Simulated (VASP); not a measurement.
# Ba (Fmmm) in VASP: a series of runs

Runs on Ba. Level: PBE. Tasks: single point.

Program: VASP 6.6.1. These are calculated values, not measurements. Logs are shortened: lines on timing, memory, paths and dates and some standing lists are left out, and cuts for length are marked.

### Step 1. The cell of the first run

The structure is orthorhombic, space group Fmmm (No. 69). The conventional cell has a = 5.000 Å, b = 7.000 Å, c = 7.142 Å, α = 90.00°, β = 90.00°, γ = 90.00°. Within 5.6 Å of Ba (site symmetry mmm) lie 14 Ba at 4.30 to 5.00 Å.

### Step 2. Single point, PBE (strain -0.0200 x Voigt [0, 0, 0, 0, 0, 1])

The input, INCAR:

```
SYSTEM = Ba
PREC     = Accurate       ! precision mode
ENCUT    = 520            ! plane-wave cutoff, eV
EDIFF    = 1E-7           ! SCF threshold, eV
ISMEAR   = 0              ! smearing method
SIGMA    = 0.15           ! smearing width, eV
LREAL    = .FALSE.        ! projectors in reciprocal space
LASPH    = .TRUE.         ! aspherical terms in the spheres
NELM     = 60             ! most SCF steps
ALGO     = Fast           ! electronic algorithm
ISIF     = 2              ! what is computed and relaxed
LWAVE    = .FALSE.        ! write WAVECAR
LCHARG   = .FALSE.        ! write CHGCAR
GGA      = PE             ! functional
NBANDS   = 11             ! bands
```

The input, KPOINTS:

```
Automatic mesh
0
G
  14 14 14
  0 0 0
```

The input, POSCAR:

```
Ba
1.0
   -2.5250000000      2.5250000000      2.5000000000
    2.5250000000     -2.5250000000      2.5000000000
    2.4750000000      2.4750000000     -2.5000000000
Ba
1
Direct
    0.0000000000      0.0000000000      0.0000000000
```

Potentials or basis: VASP PAW PBE potentials, release 64 (Ba_sv).

The run is started by

```bash
$ cat potpaw_PBE.64/Ba_sv/POTCAR > POTCAR
$ mpirun -np 1 vasp_std > vasp.out
```

OUTCAR:

```text
SYSTEM = Ba
   PREC = Accurate
   ENCUT = 520
   EDIFF = 1E-7
   ISMEAR = 0
   LREAL = .FALSE.
   LASPH = .TRUE.
   NELM = 60
   ISIF = 2
   GGA = PE

 ion  position               nearest neighbor table
   1  0.000  0.000  0.000-

  LATTYP: Found a face centered orthorhombic cell.
 ALAT       =     5.0000000000
 B/A-ratio  =     1.4000714267
 C/A-ratio  =     1.4283556980

  Lattice vectors:

 A1 = (  -0.0500000000,   5.0000000000,   0.0000000000)
 A2 = (  -2.5250000000,   2.5250000000,   2.5000000000)
 A3 = (   2.4750000000,   2.4750000000,   2.5000000000)

Analysis of symmetry for initial positions (statically):
=====================================================================
 Subroutine PRICEL returns:
 Original cell was already a primitive cell.

 Routine SETGRP: Setting up the symmetry group for a
 face centered orthorhombic supercell.

 Subroutine GETGRP returns: Found  8 space group operations
 (whereof  8 operations were pure point group operations)
 out of a pool of  8 trial point group operations.

The static configuration has the point symmetry D_2h.

Analysis of symmetry for dynamics (positions and initial velocities):
=====================================================================
 Subroutine PRICEL returns:
 Original cell was already a primitive cell.

 Routine SETGRP: Setting up the symmetry group for a
 face centered orthorhombic supercell.

 Subroutine GETGRP returns: Found  8 space group operations
 (whereof  8 operations were pure point group operations)
 out of a pool of  8 trial point group operations.

The dynamic configuration has the point symmetry D_2h.

 Subroutine INISYM returns: Found  8 space group operations
 (whereof  8 operations are pure point group operations),
 and found     1 'primitive' translations

----------------------------------------------------------------------------------------

                                     Primitive cell

  volume of cell :      62.4937

  direct lattice vectors                    reciprocal lattice vectors
    -2.525000000  2.525000000  2.500000000     0.002000200  0.200020002  0.200000000
     2.525000000 -2.525000000  2.500000000     0.200020002  0.002000200  0.200000000
     2.475000000  2.475000000 -2.500000000     0.202020202  0.202020202  0.000000000

  length of vectors
     4.359042326  4.359042326  4.301307941     0.282863928  0.282863928  0.285699710

  position of ions in fractional coordinates (direct lattice)
     0.000000000  0.000000000  0.000000000

  ion indices of the primitive-cell ions
   primitive index   ion index
                 1           1

----------------------------------------------------------------------------------------

 KPOINTS: Automatic mesh

Automatic generation of k-mesh.
 Grid dimensions read from file:
 generate k-points for:   14   14   14

 Generating k-lattice:

  Cartesian coordinates                     Fractional coordinates (reciprocal lattice)
     0.000142871  0.014287143  0.014285714     0.071428571  0.000000000  0.000000000
     0.014287143  0.000142871  0.014285714     0.000000000  0.071428571  0.000000000
     0.014430014  0.014430014  0.000000000     0.000000000  0.000000000  0.071428571

  Length of vectors
     0.020204566  0.020204566  0.020407122

  Shift w.r.t. Gamma in fractional coordinates (k-lattice)
     0.000000000  0.000000000  0.000000000

 Subroutine IBZKPT returns following result:
 ===========================================

 Found    428 irreducible k-points:

 Following reciprocal coordinates:
            Coordinates               Weight
  0.000000  0.000000  0.000000      1.000000
  0.071429  0.000000 -0.000000      8.000000
  0.142857 -0.000000  0.000000      8.000000
  0.214286 -0.000000  0.000000      8.000000
  0.285714  0.000000  0.000000      8.000000
  0.357143  0.000000  0.000000      8.000000
[... 16 lines left out ...]
  0.214286  0.142857  0.000000      8.000000
  0.285714  0.142857  0.000000      8.000000
 [... further k-points ...]
   k-points           NKPTS =    428   k-points in BZ     NKDIM =    428   number of bands    NBANDS=     11
   number of dos      NEDOS =    301   number of ions     NIONS =      1
   total plane-waves  NPLWV =  32768
   dimension x,y,z NGX =    32 NGY =   32 NGZ =   32
   dimension x,y,z NGXF=    64 NGYF=   64 NGZF=   64
   ions per type =               1
   NGX,Y,Z   is equivalent  to a cutoff of  12.20, 12.20, 12.37 a.u.
   NGXF,Y,Z  is equivalent  to a cutoff of  24.41, 24.41, 24.74 a.u.
 SYSTEM =  Ba
   PREC   = accura    normal or accurate (medium, high low for compatibility)
   ISTART =      0    job   : 0-new  1-cont  2-samecut
   ICHARG =      2    charge: 1-file 2-atom 10-const
   ISPIN  =      1    spin polarized calculation?
   LNONCOLLINEAR =      F non collinear calculations
   LSORBIT =      F    spin-orbit coupling
   LASPH  =      T    aspherical Exc in radial PAW
   ENCUT  =  520.0 eV  38.22 Ry    6.18 a.u.   8.10  8.10  8.00*2*pi/ulx,y,z
   NELM   =     60;   NELMIN=  2; NELMDL= -5     # of ELM steps
   EDIFF  = 0.1E-06   stopping-criterion for ELM
   LREAL  =      F    real-space projection
   EDIFFG = 0.1E-05   stopping-criterion for IOM
   NSW    =      0    number of steps for IOM
   IBRION =     -1    ionic relax: 0-MD 1-quasi-New 2-CG
   NFREE  =      0    steps in history (QN), initial steepest desc. (CG)
   ISIF   =      2    stress and relaxation
   ISYM   =      2    0-nonsym 1-usesym 2-fastsym
   POTIM  = 0.5000    time-step for ionic-motion
   TEBEG  =    0.0;   TEEND  =   0.0 temperature during run
   PSTRESS=    0.0 pullay stress
   NELECT =      10.0000    total number of electrons
   NUPDOWN=      -1.0000    fix difference up-down
   EMIN   =  10.00;   EMAX   =-10.00  energy-range for DOS
   EFERMI =   0.00;   METHOD = LEGACY
   ISMEAR =     0;   SIGMA  =   0.15  broadening in eV -4-tet -1-fermi 0-gaus
   EFERMI_NEDOS =   21; number of points for ismear=-14 and -15
   IALGO  =     68    algorithm
   IMIX   =      4    mixing-type and parameters
     AMIX     =   0.40;   BMIX     =  1.00
     AMIX_MAG =   1.60;   BMIX_MAG =  1.00
  volume/ion in A,a.u.               =      62.49       421.73
  Fermi-wavevector in a.u.,A,eV,Ry     =   0.888783  1.679557 10.747733  0.789936
  Thomas-Fermi vector in A             =   2.010258
   LORBIT       =      0    0 simple, 1 ext, 2 COOP (PROOUT), +10 PAW based schemes
   GGA     = PE    functional components
   LHFCALC =     F    Hartree Fock is set to
   AEXX    =    0.0000 exact exchange contribution
   IVDW    =     0    specifies the selected vdW correction
   LEPSILON=     F    determine dielectric tensor
   LRPA    =     F    only Hartree local field effects (RPA)
 non-spin polarized calculation
 RMM-DIIS sequential band-by-band and
 Gauss-broadening in eV      SIGMA  =   0.15
  energy-cutoff  :      520.00
  volume of cell :       62.49
 maximum number of plane-waves:      1710
   NGX = 17   NGY = 17   NGZ = 15

 number of electron      10.0000000 magnetization

 number of electron       9.9999999 magnetization

 Free energy of the ion-electron system (eV)
  ---------------------------------------------------
  ext. energy  EPLUGINS =         0.00000000
  ---------------------------------------------------
  free energy    TOTEN  =        -1.91348895 eV

  energy without entropy =       -1.89981299  energy(sigma->0) =       -1.90665097

 E-fermi :   1.6690     XC(G=0):  -7.4345

 val. band max:        1.6674480810   @ k =  -0.2857  -0.4286   0.2857
 cond. band min:       1.6719882389   @ k =  -0.2857   0.2857   0.4286
 fundamental gap:      0.0045401579
 Fermi energy:         1.6690355195

 k-point     1 :       0.0000    0.0000    0.0000
  band No.  band energies     occupation
      1     -27.1979      2.00000
      2     -12.1496      2.00000
      3     -12.1424      2.00000
      4     -12.1359      2.00000
      5      -1.0811      2.00000
      6       3.4384      0.00000
      7       3.5061      0.00000
      8       3.5873      0.00000
      9       4.9258      0.00000
     10       4.9332      0.00000
     11       8.5734      0.00000

 k-point     2 :       0.0714    0.0000   -0.0000
  band No.  band energies     occupation
      1     -27.1957      2.00000
      2     -12.1686      2.00000
      3     -12.1521      2.00000
      4     -12.1402      2.00000
      5      -0.9841      2.00000
      6       3.3965      0.00000
      7       3.4862      0.00000
      8       3.6266      0.00000
      9       4.7902      0.00000
     10       4.9237      0.00000
     11       8.7127      0.00000

 k-point     3 :       0.1429   -0.0000    0.0000
  band No.  band energies     occupation
      1     -27.1895      2.00000
      2     -12.2373      2.00000
      3     -12.1729      2.00000
      4     -12.1422      2.00000
      5      -0.7073      2.00000
      6       3.2145      0.00000
      7       3.3046      0.00000
      8       3.9025      0.00000
      9       4.6091      0.00000
     10       4.9177      0.00000
     11       8.9950      0.00000

 k-point     4 :       0.2143   -0.0000    0.0000
  band No.  band energies     occupation
      1     -27.1805      2.00000
      2     -12.3351      2.00000
      3     -12.2032      2.00000
      4     -12.1432      2.00000
      5      -0.2952      2.00000
      6       2.9660      0.00000
      7       2.9921      0.00000
      8       4.3724      0.00000
      9       4.6202      0.00000
     10       4.9493      0.00000
     11       9.1054      0.00000
[... 239 lines left out ...]
 k-point    22 :       0.1429    0.1429    0.0000
  band No.  band energies     occupation
      1     -27.1754      2.00000
      2     -12.3832      2.00000
      3     -12.2095      2.00000
      4     -12.1590      2.00000
      5      -0.0516      2.00000
      6       2.7915      0.00000
      7       2.8862      0.00000
      8       4.4517      0.00000
      9       4.6822      0.00000
     10       5.1746      0.00000
     11       9.4685      0.00000

 k-point    23 :       0.2143    0.1429    0.0000
  band No.  band energies     occupation
      1     -27.1663      2.00000
      2     -12.4657      2.00000
      3     -12.2459      2.00000
      4     -12.1652      2.00000
      5       0.4085      2.00000
      6       2.5022      0.00000
      7       2.7098      0.00000
      8       4.5450      0.00000
      9       5.2991      0.00000
     10       5.3398      0.00000
     11       8.7038      0.00000

 k-point    24 :       0.2857    0.1429    0.0000
  band No.  band energies     occupation
      1     -27.1583      2.00000
      2     -12.5332      2.00000
      3     -12.2846      2.00000
      4     -12.1685      2.00000
      5       0.8092      2.00000
      6       2.3555      0.00000
      7       2.5962      0.00000
      8       4.7110      0.00000
      9       5.3893      0.00000
     10       6.0386      0.00000
     11       8.1936      0.00000

 [... further k-points ...]

------------------------ aborting loop because EDIFF is reached ----------------------------------------

  FORCE on cell =-STRESS in cart. coord.  units (eV):
  Direction    XX          YY          ZZ          XY          YZ          ZX
  --------------------------------------------------------------------------------------
  -------------------------------------------------------------------------------------
  Total        0.0639999      0.0639999      0.0666157      0.0824043      0.0000000      0.0000000
  in kB        1.6407923      1.6407923      1.7078535      2.1126316      0.0000000      0.0000000
  external PRESSURE =       1.6631460 kB  Pullay stress =       0.0000000 kB

 VOLUME and BASIS-vectors are now :
 -----------------------------------------------------------------------------
  energy-cutoff  :      520.00
  volume of cell :       62.49
      direct lattice vectors                 reciprocal lattice vectors
    -2.525000000  2.525000000  2.500000000     0.002000200  0.200020002  0.200000000
     2.525000000 -2.525000000  2.500000000     0.200020002  0.002000200  0.200000000
     2.475000000  2.475000000 -2.500000000     0.202020202  0.202020202  0.000000000

 POSITION                                       TOTAL-FORCE (eV/Angst)
 -----------------------------------------------------------------------------------
      0.00000      0.00000      0.00000        -0.000000     -0.000000      0.000000
 -----------------------------------------------------------------------------------
    total drift:                               -0.000000      0.000000      0.000000

  FREE ENERGIE OF THE ION-ELECTRON SYSTEM (eV)
  ---------------------------------------------------
  free  energy   TOTEN  =        -1.9134889482 eV

  energy  without entropy=       -1.8998129885  energy(sigma->0) =       -1.90665097
```

Wall time 4.5 min (1 thread of Oxide Virtual Turin-like, shared host); peak memory 0.37 GiB.

Results:

- Free energy: -1.9135 eV
- Pressure: 0.2 GPa
- Band gap on the k mesh: zero (bands 5 and 6 overlap by 0.98 eV)

Caveat: the cell differs from its parent crystal (strain -0.0200 x Voigt [0, 0, 0, 0, 0, 1]); spin-orbit coupling is left out, which moves the levels of the heavy elements.

### Step 3. Single point, PBE (strain +0.0150 x Voigt [0, 0, 0, 0, 0, 1])

The input, INCAR:

```
ALGO = Fast
EDIFF = 1E-6
ENCUT = 520
GGA = PE
ISIF = 2
ISMEAR = 0
LASPH = True
LCHARG = False
LREAL = False
LWAVE = False
NBANDS = 11
NELM = 80
PREC = Accurate
SIGMA = 0.15
```

The input, KPOINTS:

```
k-points
0
Gamma
  14 14 14
```

The input, POSCAR:

```
Ba
1.0
   -2.4812500000      2.4812500000      2.5000000000
    2.4812500000     -2.4812500000      2.5000000000
    2.5187500000      2.5187500000     -2.5000000000
Ba
1
Direct
    0.0000000000      0.0000000000      0.0000000000
```

Potentials or basis: VASP PAW PBE potentials, release 64 (Ba_sv).

The run is started by

```bash
$ cat potpaw_PBE.64/Ba_sv/POTCAR > POTCAR
$ mpirun -np 1 vasp_std > vasp.out
```

Run time: 3.5 min. Hardware: 1 thread of Oxide Virtual Turin-like, shared host; peak memory 0.38 GiB.

The run converged. Its results:

| Quantity | Value |
| --- | --- |
| Free energy | -1.9139 eV |
| Pressure | 0.2 GPa |
| Band gap on the k mesh | zero (bands 5 and 6 overlap by 0.98 eV) |

Stress tensor (GPa, compression positive):
```
 0.16 -0.16  0.00
-0.16  0.16  0.00
 0.00  0.00  0.17
```

Levels at points of the mesh, in eV from the Fermi level:
| k point | band 2 | band 3 | band 4 | band 5 | band 6 | band 7 | band 8 | band 9 |
| --- | --- | --- | --- | --- | --- | --- | --- | --- |
| (0.00, 0.00, 0.00) | -13.82 | -13.81 | -13.81 | -2.75 | 1.79 | 1.84 | 1.90 | 3.26 |
| (0.50, 0.00, 0.00) | -14.28 | -13.96 | -13.81 | -0.89 | 0.69 | 1.28 | 3.23 | 3.81 |
| (0.50, 0.50, 0.00) | -14.29 | -13.97 | -13.82 | -0.88 | 0.71 | 1.33 | 3.18 | 3.75 |
| (0.00, 0.00, 0.50) | -14.27 | -13.95 | -13.81 | -0.90 | 0.68 | 1.23 | 3.28 | 3.87 |
| (0.50, 0.50, 0.50) | -14.15 | -14.14 | -14.12 | -0.55 | -0.55 | 4.37 | 4.40 | 4.44 |

Caveat: the cell differs from its parent crystal (strain +0.0150 x Voigt [0, 0, 0, 0, 0, 1]); spin-orbit coupling is left out, which moves the levels of the heavy elements.

### Step 4. Single point, PBE (strain -0.0100 x Voigt [0, 0, 0, 0, 0, 1])

The input, INCAR:

```
  PREC = Accurate
  ENCUT = 520
  EDIFF = 1E-6
  ISMEAR = 0
  SIGMA = 0.15
  LREAL = False
  LASPH = True
  NELM = 80
  ALGO = Fast
  ISIF = 2
  LWAVE = False
  LCHARG = False
  GGA = PE
  NBANDS = 11
```

The input, KPOINTS:

```
Automatic mesh
0
Gamma
  14 14 14
```

The input, POSCAR:

```
Ba
1.0
   -2.5125000000      2.5125000000      2.5000000000
    2.5125000000     -2.5125000000      2.5000000000
    2.4875000000      2.4875000000     -2.5000000000
Ba
1
Direct
    0.0000000000      0.0000000000      0.0000000000
```

The run is started by

```bash
$ cat potpaw_PBE.64/Ba_sv/POTCAR > POTCAR
$ mpirun -np 1 vasp_std > vasp.out
```

Wall time 3.1 min (1 thread of Oxide Virtual Turin-like, shared host); peak memory 0.37 GiB.

Results (log left out):

* Free energy: -1.9141 eV
* Pressure: 0.2 GPa
* Band gap on the k mesh: zero (bands 5 and 6 overlap by 0.98 eV)

Stress tensor (GPa, compression positive):
```
0.16 0.11 0.00
0.11 0.16 0.00
0.00 0.00 0.17
```

Levels at points of the mesh, in eV from the Fermi level:
```csv
k point,band 3,band 4,band 5,band 6,band 7,band 8
"(0.00, 0.00, 0.00)",-13.81,-13.81,-2.75,1.81,1.84,1.88
"(0.50, 0.00, 0.00)",-13.96,-13.81,-0.89,0.69,1.28,3.23
"(0.50, 0.50, 0.00)",-13.96,-13.81,-0.90,0.69,1.24,3.26
"(0.00, 0.00, 0.50)",-13.97,-13.82,-0.89,0.70,1.31,3.20
"(0.50, 0.50, 0.50)",-14.14,-14.13,-0.55,-0.55,4.38,4.40
```

Caveat: the cell differs from its parent crystal (strain -0.0100 x Voigt [0, 0, 0, 0, 0, 1]); spin-orbit coupling is left out, which moves the levels of the heavy elements.

(Continued in part 2 of 2.)
